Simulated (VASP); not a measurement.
Here is a VASP 6.6.1 calculation.

INCAR

```
SYSTEM = Al
ALGO     = Fast           ! electronic algorithm
EDIFF    = 1E-7           ! SCF threshold, eV
ENCUT    = 520            ! plane-wave cutoff, eV
GGA      = PS             ! functional
ISIF     = 2              ! what is computed and relaxed
ISMEAR   = 0              ! smearing method
LASPH    = .True.         ! aspherical terms in the spheres
LCHARG   = .True.         ! write CHGCAR
LELF     = .True.         ! ELF
LREAL    = .False.        ! projectors in reciprocal space
LVHAR    = .True.       
LWAVE    = .False.        ! write WAVECAR
NBANDS   = 8              ! bands
NELM     = 100            ! most SCF steps
PREC     = Accurate       ! precision mode
SIGMA    = 0.15           ! smearing width, eV
```

The input KPOINTS:

```
k-points
0
Gamma
  20 20 20
  0 0 0
```

POSCAR

```
Al
1.0
    0.0000000000      1.9227810000      1.9227810000
    1.9227810000      0.0000000000      1.9227810000
    1.9227810000      1.9227810000      0.0000000000
Al
1
Direct
    0.0000000000      0.0000000000      0.0000000000
```

Potentials or basis: VASP PAW PBE potentials, release 64 (Al).

Launch:

```sh
$ cat potpaw_PBE.64/Al/POTCAR > POTCAR
$ mpirun -np 1 vasp_std > vasp.out
```

**Question.** What does it give for the pressure?

**Answer.** 14.3 GPa.

Caveat: the cell differs from its parent crystal (strain -0.050 along x and y, -0.050 along z); the PAW data sets were made with another functional, which shifts forces and pressure a little.
